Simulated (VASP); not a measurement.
Wanted: the native input for a VASP 6.6.1 run.

* Task: single point
* Functional: r2SCAN
* Potentials or basis: VASP PAW PBE potentials, release 64 (Be, S)
* Cutoff: 520 eV
* k mesh: 8 × 8 × 8
* Occupations: gaussian, width 0.01 eV
* Spin: no spin polarisation
* Dipole correction: no
* Further INCAR settings: ALGO = Normal; EDIFF = 1e-06; NBANDS = 11

The system is BeS.

```xyz
2
Lattice="2.4099 2.4099 0.0000 -2.4099 2.4099 0.0000 0.0000 2.4099 2.4531" Properties=species:S:1:pos:R:3 pbc="T T T"
Be    0.0000    0.0000    0.0000
S     1.2049    3.6148    1.2265
```

This cell differs from its parent crystal: in-plane strain -0.01, then relaxed in part.

These files were run (other wordings do the same):

POSCAR

```
BeS
1.0
    2.4098822536      2.4098822536      0.0000000000
   -2.4098822536      2.4098822536      0.0000000000
    0.0000000000      2.4098822536      2.4530510481
Be S
1 1
Direct
    0.0000000000      0.0000000000      0.0000000000
    0.7500000000      0.2500000000      0.5000000000
```

INCAR.step1

```
SYSTEM = BeS
PREC = Accurate
ENCUT = 520
ISMEAR = 0
SIGMA = 0.01
LREAL = .False.
LASPH = .True.
NELM = 80
NBANDS = 11
GGA = PE
ALGO = Normal
EDIFF = 1E-4
LWAVE = .True.
LCHARG = .False.
```

INCAR.step2

```
SYSTEM = BeS
PREC = Accurate
ENCUT = 520
EDIFF = 1E-6
ISMEAR = 0
SIGMA = 0.01
LREAL = .False.
LASPH = .True.
NELM = 80
ALGO = Normal
ISIF = 2
LWAVE = .False.
LCHARG = .True.
METAGGA = R2SCAN
LMIXTAU = .True.
LELF = .True.
LVHAR = .True.
NBANDS = 11
ISTART = 1
```

KPOINTS

```
regular mesh
0
Gamma
  8 8 8
  0 0 0
```

Potentials or basis: VASP PAW PBE potentials, release 64 (Be, S).

Command:

```bash
$ cat potpaw_PBE.64/Be/POTCAR potpaw_PBE.64/S/POTCAR > POTCAR
$ cp INCAR.step1 INCAR
$ mpirun -np 1 vasp_std > vasp.out
$ cp INCAR.step2 INCAR
$ mpirun -np 1 vasp_std > vasp.out
```

It gave:

```json
{"Pressure": "1.5 GPa", "Band gap on the k mesh": "3.49 eV (least direct gap 6.22 eV)"}
```

Caveat: the cell differs from its parent crystal (in-plane strain -0.01, then relaxed in part); the PAW data sets were made with another functional, which shifts forces and pressure a little.

Run time: 98 s on 1 thread of Intel Xeon 8259CL, on a shared host, peak memory 0.16 GiB.
